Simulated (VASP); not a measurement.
# TaF3 (P4/mmm) in VASP: notebook

Runs on TaF3. Level: PBE. Tasks: single point.

All numbers are computed with VASP 6.6.1; they aren't measurements. Logs are shortened: lines on timing, memory, paths and dates and some standing lists are left out, and cuts for length are marked.

## 1. The cell of the first run

Symmetry: P4/mmm, No. 123, tetragonal system. The conventional cell has a = 3.784 Å, b = 3.784 Å, c = 4.018 Å, α = 90.00°, β = 90.00°, γ = 90.00°. Within 2.5 Å of Ta (site symmetry 4/mmm) lie 6 F at 1.89 to 2.01 Å. F (site symmetry mmm) has 2 Ta at 1.89 Å within 2.5 Å. Within 2.8 Å of F (site symmetry 4/mmm) lie 2 Ta at 2.01 Å and 8 F at 2.76 Å.

## 2. Single point, PBE (strain -0.030 along x and y, +0.030 along z)

INCAR

```
SYSTEM = TaF3
ALGO = Normal
EDIFF = 1E-6
ENCUT = 520
GGA = PE
ISIF = 2
ISMEAR = 0
LASPH = .TRUE.
LCHARG = .TRUE.
LELF = .TRUE.
LREAL = .FALSE.
LVHAR = .TRUE.
LWAVE = .FALSE.
NBANDS = 24
NELM = 60
PREC = Accurate
SIGMA = 0.15
```

KPOINTS

```
k-points
0
G
  12 12 12
  0 0 0
```

POSCAR

```
TaF3
1.0
    3.7841640000      0.0000000000      0.0000000000
    0.0000000000      3.7841640000      0.0000000000
    0.0000000000      0.0000000000      4.0182360000
Ta F
1 3
Direct
    0.0000000000      0.0000000000      0.0000000000
    0.5000000000      0.0000000000      0.0000000000
    0.0000000000      0.5000000000      0.0000000000
    0.0000000000      0.0000000000      0.5000000000
```

Potentials or basis: VASP PAW PBE potentials, release 64 (Ta_pv, F).

Started as:

```sh
cat potpaw_PBE.64/Ta_pv/POTCAR potpaw_PBE.64/F/POTCAR > POTCAR
mpirun -np 1 vasp_std > vasp.out
```

OUTCAR:

```text
SYSTEM = TaF3
   EDIFF = 1E-6
   ENCUT = 520
   GGA = PE
   ISIF = 2
   ISMEAR = 0
   LASPH = .TRUE.
   LREAL = .FALSE.
   NELM = 60
   PREC = Accurate

 ion  position               nearest neighbor table
   1  0.000  0.000  0.000-   2 1.89   3 1.89   3 1.89   2 1.89   4 2.01   4 2.01
   2  0.500  0.000  0.000-   1 1.89   1 1.89
   3  0.000  0.500  0.000-   1 1.89   1 1.89
   4  0.000  0.000  0.500-   1 2.01   1 2.01

  LATTYP: Found a simple tetragonal cell.
 ALAT       =     3.7841640000
 C/A-ratio  =     1.0618556701

  Lattice vectors:

 A1 = (   3.7841640000,   0.0000000000,   0.0000000000)
 A2 = (   0.0000000000,   3.7841640000,   0.0000000000)
 A3 = (   0.0000000000,   0.0000000000,   4.0182360000)

Analysis of symmetry for initial positions (statically):
=====================================================================
 Subroutine PRICEL returns:
 Original cell was already a primitive cell.

 Routine SETGRP: Setting up the symmetry group for a
 simple tetragonal supercell.

 Subroutine GETGRP returns: Found 16 space group operations
 (whereof 16 operations were pure point group operations)
 out of a pool of 16 trial point group operations.

The static configuration has the point symmetry D_4h.

Analysis of symmetry for dynamics (positions and initial velocities):
=====================================================================
 Subroutine PRICEL returns:
 Original cell was already a primitive cell.

 Routine SETGRP: Setting up the symmetry group for a
 simple tetragonal supercell.

 Subroutine GETGRP returns: Found 16 space group operations
 (whereof 16 operations were pure point group operations)
 out of a pool of 16 trial point group operations.

The dynamic configuration has the point symmetry D_4h.

 Subroutine INISYM returns: Found 16 space group operations
 (whereof 16 operations are pure point group operations),
 and found     1 'primitive' translations

----------------------------------------------------------------------------------------

                                     Primitive cell

  volume of cell :      57.5407

  direct lattice vectors                    reciprocal lattice vectors
     3.784164000  0.000000000  0.000000000     0.264259160  0.000000000  0.000000000
     0.000000000  3.784164000  0.000000000     0.000000000  0.264259160  0.000000000
     0.000000000  0.000000000  4.018236000     0.000000000  0.000000000  0.248865423

  length of vectors
     3.784164000  3.784164000  4.018236000     0.264259160  0.264259160  0.248865423

  position of ions in fractional coordinates (direct lattice)
     0.000000000  0.000000000  0.000000000
     0.500000000  0.000000000  0.000000000
     0.000000000  0.500000000  0.000000000
     0.000000000  0.000000000  0.500000000

  ion indices of the primitive-cell ions
   primitive index   ion index
                 1           1
                 2           2
                 3           3
                 4           4

----------------------------------------------------------------------------------------

 KPOINTS: k-points

Automatic generation of k-mesh.
 Grid dimensions read from file:
 generate k-points for:   12   12   12

 Generating k-lattice:

  Cartesian coordinates                     Fractional coordinates (reciprocal lattice)
     0.022021597  0.000000000  0.000000000     0.083333333  0.000000000  0.000000000
     0.000000000  0.022021597  0.000000000     0.000000000  0.083333333  0.000000000
     0.000000000  0.000000000  0.020738785     0.000000000  0.000000000  0.083333333

  Length of vectors
     0.022021597  0.022021597  0.020738785

  Shift w.r.t. Gamma in fractional coordinates (k-lattice)
     0.000000000  0.000000000  0.000000000

 Subroutine IBZKPT returns following result:
 ===========================================

 Found    196 irreducible k-points:

 Following reciprocal coordinates:
            Coordinates               Weight
  0.000000  0.000000  0.000000      1.000000
  0.083333  0.000000  0.000000      4.000000
  0.166667  0.000000  0.000000      4.000000
  0.250000  0.000000  0.000000      4.000000
  0.333333  0.000000  0.000000      4.000000
  0.416667  0.000000  0.000000      4.000000
[... 16 lines left out ...]
  0.333333  0.333333  0.000000      4.000000
  0.416667  0.333333  0.000000      8.000000
 [... further k-points ...]
   k-points           NKPTS =    196   k-points in BZ     NKDIM =    196   number of bands    NBANDS=     24
   number of dos      NEDOS =    301   number of ions     NIONS =      4
   total plane-waves  NPLWV =  23520
   dimension x,y,z NGX =    28 NGY =   28 NGZ =   30
   dimension x,y,z NGXF=    56 NGYF=   56 NGZF=   60
   ions per type =               1   3
   NGX,Y,Z   is equivalent  to a cutoff of  12.30, 12.30, 12.41 a.u.
   NGXF,Y,Z  is equivalent  to a cutoff of  24.60, 24.60, 24.82 a.u.
 SYSTEM =  TaF3
   PREC   = accura    normal or accurate (medium, high low for compatibility)
   ISTART =      0    job   : 0-new  1-cont  2-samecut
   ICHARG =      2    charge: 1-file 2-atom 10-const
   ISPIN  =      1    spin polarized calculation?
   LNONCOLLINEAR =      F non collinear calculations
   LSORBIT =      F    spin-orbit coupling
   LASPH  =      T    aspherical Exc in radial PAW
   ENCUT  =  520.0 eV  38.22 Ry    6.18 a.u.   7.04  7.04  7.47*2*pi/ulx,y,z
   NELM   =     60;   NELMIN=  2; NELMDL= -5     # of ELM steps
   EDIFF  = 0.1E-05   stopping-criterion for ELM
   LREAL  =      F    real-space projection
   EDIFFG = 0.1E-04   stopping-criterion for IOM
   NSW    =      0    number of steps for IOM
   IBRION =     -1    ionic relax: 0-MD 1-quasi-New 2-CG
   NFREE  =      0    steps in history (QN), initial steepest desc. (CG)
   ISIF   =      2    stress and relaxation
   ISYM   =      2    0-nonsym 1-usesym 2-fastsym
   POTIM  = 0.5000    time-step for ionic-motion
   TEBEG  =    0.0;   TEEND  =   0.0 temperature during run
   PSTRESS=    0.0 pullay stress
   NELECT =      32.0000    total number of electrons
   NUPDOWN=      -1.0000    fix difference up-down
   EMIN   =  10.00;   EMAX   =-10.00  energy-range for DOS
   EFERMI =   0.00;   METHOD = LEGACY
   ISMEAR =     0;   SIGMA  =   0.15  broadening in eV -4-tet -1-fermi 0-gaus
   EFERMI_NEDOS =   21; number of points for ismear=-14 and -15
   IALGO  =     38    algorithm
   IMIX   =      4    mixing-type and parameters
     AMIX     =   0.40;   BMIX     =  1.00
     AMIX_MAG =   1.60;   BMIX_MAG =  1.00
  volume/ion in A,a.u.               =      14.39        97.08
  Fermi-wavevector in a.u.,A,eV,Ry     =   1.346273  2.544087 24.659882  1.812450
  Thomas-Fermi vector in A             =   2.474118
   LORBIT       =      0    0 simple, 1 ext, 2 COOP (PROOUT), +10 PAW based schemes
   GGA     = PE    functional components
   LHFCALC =     F    Hartree Fock is set to
   AEXX    =    0.0000 exact exchange contribution
   IVDW    =     0    specifies the selected vdW correction
   LEPSILON=     F    determine dielectric tensor
   LRPA    =     F    only Hartree local field effects (RPA)
 non-spin polarized calculation
 Gauss-broadening in eV      SIGMA  =   0.15
  energy-cutoff  :      520.00
  volume of cell :       57.54
 maximum number of plane-waves:      1572
   NGX = 15   NGY = 15   NGZ = 15

 number of electron      31.9999957 magnetization

 Free energy of the ion-electron system (eV)
  ---------------------------------------------------
  ext. energy  EPLUGINS =         0.00000000
  ---------------------------------------------------
  free energy    TOTEN  =       -25.48746556 eV

  energy without entropy =      -25.46120879  energy(sigma->0) =      -25.47433718

 E-fermi :   5.2691     XC(G=0):  -9.1994

 val. band max:        5.2683593832   @ k =   0.2500   0.1667   0.0833
 cond. band min:       5.2706739042   @ k =   0.0000   0.0000   0.4167
 fundamental gap:      0.0023145210
 Fermi energy:         5.2691205542

 k-point     1 :       0.0000    0.0000    0.0000
  band No.  band energies     occupation
      1     -31.9387      2.00000
      2     -31.9387      2.00000
      3     -31.6380      2.00000
      4     -24.4347      2.00000
      5     -24.1993      2.00000
      6     -23.0221      2.00000
[... 16 lines left out ...]
     23      14.0439      0.00000
     24      14.1313      0.00000

 k-point     2 :       0.0833    0.0000    0.0000
  band No.  band energies     occupation
      1     -31.9814      2.00000
      2     -31.9381      2.00000
      3     -31.6374      2.00000
      4     -24.3883      2.00000
      5     -24.1344      2.00000
      6     -23.0211      2.00000
[... 16 lines left out ...]
     23      13.6801      0.00000
     24      14.1672      0.00000

 k-point     3 :       0.1667    0.0000    0.0000
  band No.  band energies     occupation
      1     -32.0940      2.00000
      2     -31.9364      2.00000
      3     -31.6356      2.00000
      4     -24.3392      2.00000
      5     -23.8783      2.00000
      6     -23.0181      2.00000
[... 16 lines left out ...]
     23      13.8780      0.00000
     24      14.2845      0.00000

 k-point     4 :       0.2500    0.0000    0.0000
  band No.  band energies     occupation
      1     -32.2387      2.00000
      2     -31.9340      2.00000
      3     -31.6332      2.00000
      4     -24.3208      2.00000
      5     -23.4753      2.00000
      6     -23.0124      2.00000
[... 16 lines left out ...]
     23      14.1980      0.00000
     24      14.5072      0.00000

 k-point     5 :       0.3333    0.0000    0.0000
  band No.  band energies     occupation
      1     -32.3745      2.00000
      2     -31.9317      2.00000
      3     -31.6308      2.00000
      4     -24.3126      2.00000
      5     -23.0817      2.00000
      6     -22.9765      2.00000
[... 16 lines left out ...]
     23      14.5576      0.00000
     24      14.8717      0.00000

 k-point     6 :       0.4167    0.0000    0.0000
  band No.  band energies     occupation
      1     -32.4690      2.00000
      2     -31.9300      2.00000
      3     -31.6290      2.00000
      4     -24.3083      2.00000
      5     -23.0213      2.00000
      6     -22.7097      2.00000
[... 16 lines left out ...]
     23      14.8407      0.00000
     24      15.4146      0.00000
[... 379 lines left out ...]
 k-point    21 :       0.4167    0.2500    0.0000
  band No.  band energies     occupation
      1     -32.4638      2.00000
      2     -32.2293      2.00000
      3     -31.6242      2.00000
      4     -23.4782      2.00000
      5     -23.0114      2.00000
      6     -22.7059      2.00000
[... 16 lines left out ...]
     23      13.1060      0.00000
     24      14.7065      0.00000

 k-point    22 :       0.5000    0.2500    0.0000
  band No.  band energies     occupation
      1     -32.4974      2.00000
      2     -32.2287      2.00000
      3     -31.6235      2.00000
      4     -23.4768      2.00000
      5     -23.0085      2.00000
      6     -22.5867      2.00000
[... 16 lines left out ...]
     23      13.3373      0.00000
     24      14.7479      0.00000

 k-point    23 :       0.3333    0.3333    0.0000
  band No.  band energies     occupation
      1     -32.3680      2.00000
      2     -32.3656      2.00000
      3     -31.6235      2.00000
      4     -23.1241      2.00000
      5     -23.0043      2.00000
      6     -22.9602      2.00000
[... 16 lines left out ...]
     23      12.7973      0.00000
     24      14.4571      0.00000

 k-point    24 :       0.4167    0.3333    0.0000
  band No.  band energies     occupation
      1     -32.4612      2.00000
      2     -32.3649      2.00000
      3     -31.6218      2.00000
      4     -23.0845      2.00000
      5     -22.9701      2.00000
      6     -22.7038      2.00000
[... 16 lines left out ...]
     23      13.1668      0.00000
     24      14.3211      0.00000

 [... further k-points ...]

------------------------ aborting loop because EDIFF is reached ----------------------------------------

  FORCE on cell =-STRESS in cart. coord.  units (eV):
  Direction    XX          YY          ZZ          XY          YZ          ZX
  --------------------------------------------------------------------------------------
  -------------------------------------------------------------------------------------
  Total       15.7692603     15.7692603      5.7740055      0.0000000      0.0000000      0.0000000
  in kB      439.0829403    439.0829403    160.7727475      0.0000000      0.0000000      0.0000000
  external PRESSURE =     346.3128760 kB  Pullay stress =       0.0000000 kB

 VOLUME and BASIS-vectors are now :
 -----------------------------------------------------------------------------
  energy-cutoff  :      520.00
  volume of cell :       57.54
      direct lattice vectors                 reciprocal lattice vectors
     3.784164000  0.000000000  0.000000000     0.264259160  0.000000000  0.000000000
     0.000000000  3.784164000  0.000000000     0.000000000  0.264259160  0.000000000
     0.000000000  0.000000000  4.018236000     0.000000000  0.000000000  0.248865423

 POSITION                                       TOTAL-FORCE (eV/Angst)
 -----------------------------------------------------------------------------------
      0.00000      0.00000      0.00000         0.000000      0.000000      0.000000
      1.89208      0.00000      0.00000         0.000000      0.000000      0.000000
      0.00000      1.89208      0.00000         0.000000      0.000000      0.000000
      0.00000      0.00000      2.00912         0.000000      0.000000      0.000000
 -----------------------------------------------------------------------------------
    total drift:                               -0.000000      0.000000     -0.000000

  FREE ENERGIE OF THE ION-ELECTRON SYSTEM (eV)
  ---------------------------------------------------
  free  energy   TOTEN  =       -25.4874655627 eV

  energy  without entropy=      -25.4612087884  energy(sigma->0) =      -25.47433718
```

It took 3.4 min on 1 thread of Intel Xeon Platinum 8259CL at 2.50GHz (Skylake/Cascade Lake), shared host; peak memory 0.34 GiB.

What came out:

```
Free energy            : -25.4875 eV
Pressure               : 34.6 GPa
Band gap on the k mesh : zero (bands 16 and 17 overlap by 3.10 eV)
```

Levels at points of the mesh, in eV from the Fermi level:
```
           k point  band 14  band 15  band 16  band 17  band 18  band 19
(0.00, 0.00, 0.00)    -8.88    -8.88    -1.33    -1.28    -1.28    -0.62
(0.50, 0.00, 0.00)    -9.18    -8.87    -1.16     0.57     0.60     1.87
(0.50, 0.50, 0.00)    -9.20    -9.04     0.75     0.75     1.86     2.73
(0.00, 0.00, 0.50)    -9.48    -9.48    -1.27     0.10     0.10     2.16
(0.50, 0.00, 0.50)    -9.44    -8.54     0.22     0.65     1.48     4.04
(0.50, 0.50, 0.50)    -8.53    -8.53     1.82     1.82     2.17     3.54
```

Caveat: the cell differs from its parent crystal (strain -0.030 along x and y, +0.030 along z); the cell stands under pressure; spin-orbit coupling is left out, which moves the levels of the heavy elements.

## 3. Single point, PBE (strain +0.000 along x and y, -0.030 along z)

INCAR

```
  PREC = Accurate
  ENCUT = 520
  EDIFF = 1E-7
  ISMEAR = 0
  SIGMA = 0.15
  LREAL = F
  LASPH = T
  NELM = 80
  ALGO = Normal
  ISIF = 2
  LWAVE = F
  LCHARG = F
  GGA = PE
  NBANDS = 24
```

KPOINTS

```
regular mesh
0
Gamma
  12 12 12
```

POSCAR

```
TaF3
1.0
    3.9012000000      0.0000000000      0.0000000000
    0.0000000000      3.9012000000      0.0000000000
    0.0000000000      0.0000000000      3.7841640000
Ta F
1 3
Direct
    0.0000000000      0.0000000000      0.0000000000
    0.5000000000      0.0000000000      0.0000000000
    0.0000000000      0.5000000000      0.0000000000
    0.0000000000      0.0000000000      0.5000000000
```

Potentials or basis: VASP PAW PBE potentials, release 64 (Ta_pv, F).

Started as:

```sh
cat potpaw_PBE.64/Ta_pv/POTCAR potpaw_PBE.64/F/POTCAR > POTCAR
mpirun -np 1 vasp_std > vasp.out
```

Wall time 3.5 min (1 thread of Intel Xeon Platinum 8259CL at 2.50GHz (Skylake/Cascade Lake), shared host); peak memory 0.34 GiB.

Results (log left out):

```yaml
Free_energy: -25.6456 eV
Pressure: 33.3 GPa
Band_gap_on_the_k_mesh: zero (bands 16 and 17 overlap by 3.07 eV)
```

Stress tensor (GPa, compression positive):
```
28.02  0.00  0.00
 0.00 28.02  0.00
 0.00  0.00 43.93
```

Levels at points of the mesh, in eV from the Fermi level:
```tsv
k point	band 14	band 15	band 16	band 17	band 18	band 19
(0.00, 0.00, 0.00)	-9.28	-9.28	-1.31	-1.31	-1.30	-0.59
(0.50, 0.00, 0.00)	-9.52	-9.34	-1.23	0.30	0.32	2.23
(0.50, 0.50, 0.00)	-9.96	-8.64	0.40	0.40	1.43	4.03
(0.00, 0.00, 0.50)	-9.26	-9.26	-1.18	0.58	0.58	2.28
(0.50, 0.00, 0.50)	-9.68	-8.82	0.45	0.69	1.65	3.32
(0.50, 0.50, 0.50)	-8.81	-8.63	1.76	1.96	1.96	3.51
```

Caveat: the cell differs from its parent crystal (strain +0.000 along x and y, -0.030 along z); the cell stands under pressure; spin-orbit coupling is left out, which moves the levels of the heavy elements.
